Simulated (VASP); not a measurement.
# Ta (P6_3/mmc) in VASP: notebook

Ta is run at these levels: RPBE; tasks: relaxation of cell and atoms, single point.

Everything below comes from runs of VASP 6.6.1. Logs are shortened: lines on timing, memory, paths and dates and some standing lists are left out, and cuts for length are marked.

### 1 The cell of the first run

Symmetry: P6_3/mmc, No. 194, hexagonal system. Conventional cell: a = 2.945 Å, b = 2.945 Å, c = 9.619 Å, α = 90.00°, β = 90.00°, γ = 120.00°. Within 3.9 Å of Ta (site symmetry -3m) lie 12 Ta at 2.95 Å. Ta (site symmetry -6m2) has 12 Ta at 2.95 Å within 3.9 Å.

This isn't the form of Ta at room conditions, which is bcc.

### 2 Relaxation of cell and atoms, RPBE

The input, INCAR:

```
SYSTEM = Ta
PREC = Accurate ; ENCUT = 600
EDIFF = 1E-6 ; ISMEAR = -1
SIGMA = 0.1 ; LREAL = .FALSE.
LASPH = .TRUE. ; NELM = 80
ALGO = Normal ; ISIF = 3
LWAVE = .FALSE. ; LCHARG = .FALSE.
GGA = RP ; IBRION = 2
NSW = 80 ; EDIFFG = -0.01
```

The input, KPOINTS:

```
regular mesh
0
G
  12 12 4
  0 0 0
```

The input, POSCAR:

```
Ta
1.0
    2.9451288715      0.0000000000      0.0000000000
   -1.4725644358      2.5505564202      0.0000000000
    0.0000000000      0.0000000000      9.6187908944
Ta
4
Direct
    0.0000000000      0.0000000000      0.0000000000
    0.0000000000      0.0000000000      0.5000000000
    0.3333333333      0.6666666667      0.2500000000
    0.6666666667      0.3333333333      0.7500000000
```

Potentials or basis: VASP PAW PBE potentials, release 64 (Ta_pv).

Started as:

```bash
> cat potpaw_PBE.64/Ta_pv/POTCAR > POTCAR
> mpirun -np 1 vasp_std > vasp.out
```

OUTCAR:

```text
SYSTEM = Ta
   PREC = Accurate
   ENCUT = 600
   EDIFF = 1E-6
   ISMEAR = -1
   LREAL = .FALSE.
   LASPH = .TRUE.
   NELM = 80
   ISIF = 3
   GGA = RP
   IBRION = 2
   NSW = 80
   EDIFFG = -0.01

 ion  position               nearest neighbor table
   1  0.000  0.000  0.000-   3 2.95   4 2.95   4 2.95   3 2.95   4 2.95   3 2.95
   2  0.000  0.000  0.500-   3 2.95   4 2.95   4 2.95   3 2.95   4 2.95   3 2.95
   3  0.333  0.667  0.250-   1 2.95   2 2.95   1 2.95   2 2.95   1 2.95   2 2.95
   4  0.667  0.333  0.750-   1 2.95   2 2.95   1 2.95   2 2.95   1 2.95   2 2.95

  LATTYP: Found a hexagonal cell.
 ALAT       =     2.9451288715
 C/A-ratio  =     3.2660000000

  Lattice vectors:

 A1 = (   2.9451288715,   0.0000000000,   0.0000000000)
 A2 = (  -1.4725644358,   2.5505564202,   0.0000000000)
 A3 = (   0.0000000000,   0.0000000000,   9.6187908944)

Analysis of symmetry for initial positions (statically):
=====================================================================
 Subroutine PRICEL returns:
 Original cell was already a primitive cell.

 Routine SETGRP: Setting up the symmetry group for a
 hexagonal supercell.

 Subroutine GETGRP returns: Found 24 space group operations
 (whereof 12 operations were pure point group operations)
 out of a pool of 24 trial point group operations.

The static configuration has the point symmetry D_3d.
 The point group associated with its full space group is D_6h.

Analysis of symmetry for dynamics (positions and initial velocities):
=====================================================================
 Subroutine PRICEL returns:
 Original cell was already a primitive cell.

 Routine SETGRP: Setting up the symmetry group for a
 hexagonal supercell.

 Subroutine GETGRP returns: Found 24 space group operations
 (whereof 12 operations were pure point group operations)
 out of a pool of 24 trial point group operations.

The dynamic configuration has the point symmetry D_3d.
 The point group associated with its full space group is D_6h.

 Subroutine INISYM returns: Found 24 space group operations
 (whereof 12 operations are pure point group operations),
 and found     1 'primitive' translations

----------------------------------------------------------------------------------------

                                     Primitive cell

  volume of cell :      72.2536

  direct lattice vectors                    reciprocal lattice vectors
     2.945128872  0.000000000  0.000000000     0.339543716  0.196035656  0.000000000
    -1.472564436  2.550556420  0.000000000     0.000000000  0.392071311  0.000000000
     0.000000000  0.000000000  9.618790894     0.000000000  0.000000000  0.103963171

  length of vectors
     2.945128872  2.945128872  9.618790894     0.392071311  0.392071311  0.103963171

  position of ions in fractional coordinates (direct lattice)
     0.000000000  0.000000000  0.000000000
     0.000000000  0.000000000  0.500000000
     0.333333333  0.666666667  0.250000000
     0.666666667  0.333333333  0.750000000

  ion indices of the primitive-cell ions
   primitive index   ion index
                 1           1
                 2           2
                 3           3
                 4           4

----------------------------------------------------------------------------------------

 KPOINTS: regular mesh

Automatic generation of k-mesh.
 Grid dimensions read from file:
 generate k-points for:   12   12    4

 Generating k-lattice:

  Cartesian coordinates                     Fractional coordinates (reciprocal lattice)
     0.028295310  0.016336305  0.000000000     0.083333333 -0.000000000  0.000000000
     0.000000000  0.032672609  0.000000000     0.000000000  0.083333333  0.000000000
     0.000000000  0.000000000  0.025990793     0.000000000  0.000000000  0.250000000

  Length of vectors
     0.032672609  0.032672609  0.025990793

  Shift w.r.t. Gamma in fractional coordinates (k-lattice)
     0.000000000  0.000000000  0.000000000

 Subroutine IBZKPT returns following result:
 ===========================================

 Found     57 irreducible k-points:

 Following reciprocal coordinates:
            Coordinates               Weight
  0.000000  0.000000  0.000000      1.000000
  0.083333  0.000000  0.000000      6.000000
  0.166667  0.000000  0.000000      6.000000
  0.250000  0.000000  0.000000      6.000000
  0.333333  0.000000  0.000000      6.000000
  0.416667  0.000000  0.000000      6.000000
[... 16 lines left out ...]
  0.250000  0.000000  0.250000     12.000000
  0.333333  0.000000  0.250000     12.000000
 [... further k-points ...]
   k-points           NKPTS =     57   k-points in BZ     NKDIM =     57   number of bands    NBANDS=     26
   number of dos      NEDOS =    301   number of ions     NIONS =      4
   total plane-waves  NPLWV =  46080
   dimension x,y,z NGX =    24 NGY =   24 NGZ =   80
   dimension x,y,z NGXF=    48 NGYF=   48 NGZF=  160
   ions per type =               4
   NGX,Y,Z   is equivalent  to a cutoff of  13.55, 13.55, 13.83 a.u.
   NGXF,Y,Z  is equivalent  to a cutoff of  27.09, 27.09, 27.65 a.u.
 SYSTEM =  Ta
   PREC   = accura    normal or accurate (medium, high low for compatibility)
   ISTART =      0    job   : 0-new  1-cont  2-samecut
   ICHARG =      2    charge: 1-file 2-atom 10-const
   ISPIN  =      1    spin polarized calculation?
   LNONCOLLINEAR =      F non collinear calculations
   LSORBIT =      F    spin-orbit coupling
   LASPH  =      T    aspherical Exc in radial PAW
   ENCUT  =  600.0 eV  44.10 Ry    6.64 a.u.   5.88  5.88 19.21*2*pi/ulx,y,z
   NELM   =     80;   NELMIN=  2; NELMDL= -5     # of ELM steps
   EDIFF  = 0.1E-05   stopping-criterion for ELM
   LREAL  =      F    real-space projection
   EDIFFG = -.1E-01   stopping-criterion for IOM
   NSW    =     80    number of steps for IOM
   IBRION =      2    ionic relax: 0-MD 1-quasi-New 2-CG
   NFREE  =      1    steps in history (QN), initial steepest desc. (CG)
   ISIF   =      3    stress and relaxation
   ISYM   =      2    0-nonsym 1-usesym 2-fastsym
   POTIM  = 0.5000    time-step for ionic-motion
   TEBEG  =    0.0;   TEEND  =   0.0 temperature during run
   PSTRESS=    0.0 pullay stress
   NELECT =      44.0000    total number of electrons
   NUPDOWN=      -1.0000    fix difference up-down
   EMIN   =  10.00;   EMAX   =-10.00  energy-range for DOS
   EFERMI =   0.00;   METHOD = LEGACY
   ISMEAR =    -1;   SIGMA  =   0.10  broadening in eV -4-tet -1-fermi 0-gaus
   EFERMI_NEDOS =   21; number of points for ismear=-14 and -15
   IALGO  =     38    algorithm
   IMIX   =      4    mixing-type and parameters
     AMIX     =   0.40;   BMIX     =  1.00
     AMIX_MAG =   1.60;   BMIX_MAG =  1.00
  volume/ion in A,a.u.               =      18.06       121.90
  Fermi-wavevector in a.u.,A,eV,Ry     =   1.387626  2.622233 26.198105  1.925506
  Thomas-Fermi vector in A             =   2.511829
   LORBIT       =      0    0 simple, 1 ext, 2 COOP (PROOUT), +10 PAW based schemes
   GGA     = RP    functional components
   LHFCALC =     F    Hartree Fock is set to
   AEXX    =    0.0000 exact exchange contribution
   IVDW    =     0    specifies the selected vdW correction
   LEPSILON=     F    determine dielectric tensor
   LRPA    =     F    only Hartree local field effects (RPA)
 conjugate gradient relaxation of ions
 non-spin polarized calculation
  energy-cutoff  :      600.00
  volume of cell :       72.25
 maximum number of plane-waves:      2430
 NGX is ok and might be reduce to    24
   NGX = 11   NGY = 11   NGZ = 39

--------------------------------------- Ionic step        1  -------------------------------------------

 number of electron      44.0000004 magnetization

 Free energy of the ion-electron system (eV)
  ---------------------------------------------------
  ext. energy  EPLUGINS =         0.00000000
  ---------------------------------------------------
  free energy    TOTEN  =       -44.19519291 eV

  energy without entropy =      -44.05679770  energy(sigma->0) =      -44.12599531

------------------------ aborting loop because EDIFF is reached ----------------------------------------

  FORCE on cell =-STRESS in cart. coord.  units (eV):
  Direction    XX          YY          ZZ          XY          YZ          ZX
  --------------------------------------------------------------------------------------
  -------------------------------------------------------------------------------------
  Total        4.6153616      4.6153616      6.7997362     -0.0000000      0.0000000      0.0000000
  in kB      102.3426355    102.3426355    150.7797167     -0.0000000      0.0000000      0.0000000
  external PRESSURE =     118.4883292 kB  Pullay stress =       0.0000000 kB
[... 95 lines left out ...]
  FREE ENERGIE OF THE ION-ELECTRON SYSTEM (eV)
  ---------------------------------------------------
  free  energy   TOTEN  =       -44.3559806652 eV

  energy  without entropy=      -44.2074013214  energy(sigma->0) =      -44.28169099

[... ionic steps 4 to 10 ...]

--------------------------------------- Ionic step       11  -------------------------------------------

 number of electron      43.9999995 magnetization

------------------------ aborting loop because EDIFF is reached ----------------------------------------

  FORCE on cell =-STRESS in cart. coord.  units (eV):
  Direction    XX          YY          ZZ          XY          YZ          ZX
  --------------------------------------------------------------------------------------
  -------------------------------------------------------------------------------------
  Total        0.0175698      0.0175698      0.0441637     -0.0000000     -0.0000000     -0.0000000
  in kB        0.3680254      0.3680254      0.9250760     -0.0000000     -0.0000000     -0.0000000
  external PRESSURE =       0.5537089 kB  Pullay stress =       0.0000000 kB
[... 61 lines left out ...]
  energy  without entropy=      -44.2201229406  energy(sigma->0) =      -44.29762618

--------------------------------------- Ionic step       13  -------------------------------------------

 number of electron      43.9999995 magnetization

 Free energy of the ion-electron system (eV)
  ---------------------------------------------------
  ext. energy  EPLUGINS =         0.00000000
  ---------------------------------------------------
  free energy    TOTEN  =       -44.37514257 eV

  energy without entropy =      -44.22027557  energy(sigma->0) =      -44.29770907

 E-fermi :   5.5111     XC(G=0): -12.2564

 val. band max:        5.5016362651   @ k =   0.2500   0.1667   0.0000
 cond. band min:       5.5211172601   @ k =   0.3333   0.0000   0.2500
 fundamental gap:      0.0194809949
 Fermi energy:         5.5111344353

 k-point     1 :       0.0000    0.0000    0.0000
  band No.  band energies     occupation
      1     -29.1485      2.00000
      2     -28.7626      2.00000
      3     -28.7031      2.00000
      4     -28.3287      2.00000
      5     -28.3287      2.00000
      6     -28.3048      2.00000
[... 685 lines left out ...]
     25       6.5157      0.00009
     26       7.2870      0.00000

 [... further k-points ...]

------------------------ aborting loop because EDIFF is reached ----------------------------------------

  FORCE on cell =-STRESS in cart. coord.  units (eV):
  Direction    XX          YY          ZZ          XY          YZ          ZX
  --------------------------------------------------------------------------------------
  -------------------------------------------------------------------------------------
  Total       -0.0268970     -0.0268970      0.0157691      0.0000000     -0.0000000      0.0000000
  in kB       -0.5632316     -0.5632316      0.3302095      0.0000000     -0.0000000      0.0000000
  external PRESSURE =      -0.2654179 kB  Pullay stress =       0.0000000 kB
[... 19 lines left out ...]
  FREE ENERGIE OF THE ION-ELECTRON SYSTEM (eV)
  ---------------------------------------------------
  free  energy   TOTEN  =       -44.3751425683 eV

  energy  without entropy=      -44.2202755746  energy(sigma->0) =      -44.29770907

 reached required accuracy - stopping structural energy minimisation
```

Run time: 17 min. Hardware: 1 thread of Intel Xeon 8259CL, shared host; peak memory 0.28 GiB.

What came out:

| Item | Value |
| --- | --- |
| Free energy | -44.3751 eV |
| Relaxed volume | 19.13 Å³/atom |
| Relaxed cell | a = 2.961 Å, b = 2.961 Å, c = 10.077 Å, α = 90.00°, β = 90.00°, γ = 120.00° |
| Space group after relaxing (to 0.1 Å) | P6_3/mmc (No. 194) |
| Energy gained by relaxing | 45.0 meV/atom |
| Ionic steps | 13 |
| Pressure after relaxing | 0.0 GPa |
| Band gap on the k mesh | zero (bands 22 and 23 overlap by 1.16 eV) |

Step by step:
```tsv
step	energy change (eV)	largest force (eV/Å)	pressure (GPa)	volume (Å³)
1	0.0000	0.0000	11.85	72.25
2	0.5117	0.0000	-18.66	87.12
3	-0.1608	0.0000	-0.78	76.86
4	-0.1611	0.0000	-0.34	76.67
5	-0.1758	0.0000	-0.15	76.58
6	-0.1799	0.0000	0.10	76.47
7	-0.1800	0.0000	0.08	76.48
8	-0.1796	0.0000	0.01	76.51
9	-0.1800	0.0000	0.06	76.48
10	-0.1799	0.0000	0.05	76.50
11	-0.1799	0.0000	0.06	76.49
12	-0.1799	0.0000	-0.08	76.56
13	-0.1799	0.0000	-0.03	76.51
```

Final structure:
```cif
data_structure
_symmetry_space_group_name_H-M 'P 1'
_symmetry_Int_Tables_number 1
_cell_length_a 2.9609
_cell_length_b 2.9609
_cell_length_c 10.0773
_cell_angle_alpha 90.000
_cell_angle_beta 90.000
_cell_angle_gamma 120.000
_cell_volume 76.51
loop_
_atom_site_label
_atom_site_type_symbol
_atom_site_fract_x
_atom_site_fract_y
_atom_site_fract_z
_atom_site_occupancy
Ta1 Ta 0.00000 0.00000 0.00000 1
Ta2 Ta 0.00000 0.00000 0.50000 1
Ta3 Ta 0.33333 0.66667 0.25000 1
Ta4 Ta 0.66667 0.33333 0.75000 1
```

Levels at points of the mesh, in eV from the Fermi level:
| k point | band 19 | band 20 | band 21 | band 22 | band 23 | band 24 | band 25 | band 26 |
| --- | --- | --- | --- | --- | --- | --- | --- | --- |
| (0.00, 0.00, 0.00) | -0.04 | 0.18 | 0.39 | 0.39 | 0.48 | 0.48 | 0.88 | 0.88 |
| (0.50, 0.00, 0.00) | -2.07 | -0.97 | -0.52 | 0.54 | 0.54 | 1.39 | 2.13 | 2.36 |
| (0.00, 0.00, 0.50) | -0.39 | -0.39 | 0.51 | 0.51 | 0.51 | 0.51 | 0.83 | 0.83 |
| (0.50, 0.00, 0.50) | -0.96 | -0.96 | 0.28 | 0.28 | 1.02 | 1.02 | 1.21 | 1.21 |

Caveat: the PAW data sets were made with another functional, which shifts forces and pressure a little; spin-orbit coupling is left out, which moves the levels of the heavy elements.

### 3 Single point, RPBE

This run uses another cell than the first one, of 19.13 Å³/atom.

The input, INCAR:

```
SYSTEM = Ta
ALGO = Normal
EDIFF = 1E-6
ENCUT = 520
GGA = RP
ISIF = 2
ISMEAR = -1
LASPH = .TRUE.
LCHARG = .TRUE.
LELF = .TRUE.
LREAL = .FALSE.
LVHAR = .TRUE.
LWAVE = .FALSE.
NBANDS = 30
NELM = 100
PREC = Accurate
SIGMA = 0.1
```

The input, KPOINTS:

```
k-points
0
G
  12 12 4
  0 0 0
```

The input, POSCAR:

```
Ta
1.0
    2.9601266572      0.0000000000      0.0000000000
   -1.4800633286      2.5635448835      0.0000000000
    0.0000000000      0.0000000000     10.0824128168
Ta
4
Direct
    1.0000000000      1.0000000000      1.0000000000
    1.0000000000      1.0000000000      0.5000000000
    0.3333333333      0.6666666667      0.2500000000
    0.6666666667      0.3333333333      0.7500000000
```

Potentials or basis: VASP PAW PBE potentials, release 64 (Ta_pv).

Started as:

```bash
> cat potpaw_PBE.64/Ta_pv/POTCAR > POTCAR
> mpirun -np 1 vasp_std > vasp.out
```

Wall time 63 s (1 thread of Intel Xeon 6975P-C (Granite Rapids), shared host); peak memory 0.24 GiB.

The run converged. Its results:

| Quantity | Value |
| --- | --- |
| Free energy | -44.3743 eV |
| Pressure | 0.0 GPa |
| Band gap on the k mesh | zero (bands 22 and 23 overlap by 1.16 eV) |

Levels at points of the mesh, in eV from the Fermi level:
```
           k point  band 20  band 21  band 22  band 23  band 24  band 25
(0.00, 0.00, 0.00)     0.17     0.39     0.39     0.48     0.48     0.88
(0.50, 0.00, 0.00)    -0.97    -0.52     0.53     0.55     1.39     2.13
(0.00, 0.00, 0.50)    -0.40     0.51     0.51     0.51     0.51     0.83
(0.50, 0.00, 0.50)    -0.97     0.28     0.28     1.03     1.03     1.21
```

Caveat: the PAW data sets were made with another functional, which shifts forces and pressure a little; spin-orbit coupling is left out, which moves the levels of the heavy elements.

[end of part 1 of 4]
